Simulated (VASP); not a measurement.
Here is a VASP 6.6.1 calculation.

INCAR

```
SYSTEM = Hf
PREC     = Accurate       ! precision mode
ENCUT    = 520            ! plane-wave cutoff, eV
EDIFF    = 1E-7           ! SCF threshold, eV
ISMEAR   = -1             ! smearing method
SIGMA    = 0.05           ! smearing width, eV
LREAL    = .False.        ! projectors in reciprocal space
LASPH    = .True.         ! aspherical terms in the spheres
NELM     = 100            ! most SCF steps
ALGO     = Normal         ! electronic algorithm
ISIF     = 2              ! what is computed and relaxed
LWAVE    = .False.        ! write WAVECAR
LCHARG   = .False.        ! write CHGCAR
GGA      = PS             ! functional
NBANDS   = 11             ! bands
```

File KPOINTS:

```
regular mesh
0
Gamma
  10 10 10
  0 0 0
```

File POSCAR:

```
Hf
1.0
    0.0000000000      2.2492138765      2.2492138765
    2.2492138765      0.0000000000      2.2492138765
    2.2492138765      2.2492138765      0.0000000000
Hf
1
Direct
    0.0000000000      0.0000000000      0.0000000000
```

Potentials or basis: VASP PAW PBE potentials, release 64 (Hf_pv).

The run is started by

```console
$ cat potpaw_PBE.64/Hf_pv/POTCAR > POTCAR
$ mpirun -np 1 vasp_std > vasp.out
```

**Question.** Estimate the pressure.

**Answer.** -5.9 GPa.

**Question.** What does it give for the band gap on the k mesh?

**Answer.** Zero (band 5 reaches 5.85 eV, above the bottom of band 6 at 4.07 eV).

Caveat: the PAW data sets were made with another functional, which shifts forces and pressure a little; spin-orbit coupling is left out, which moves the levels of the heavy elements.
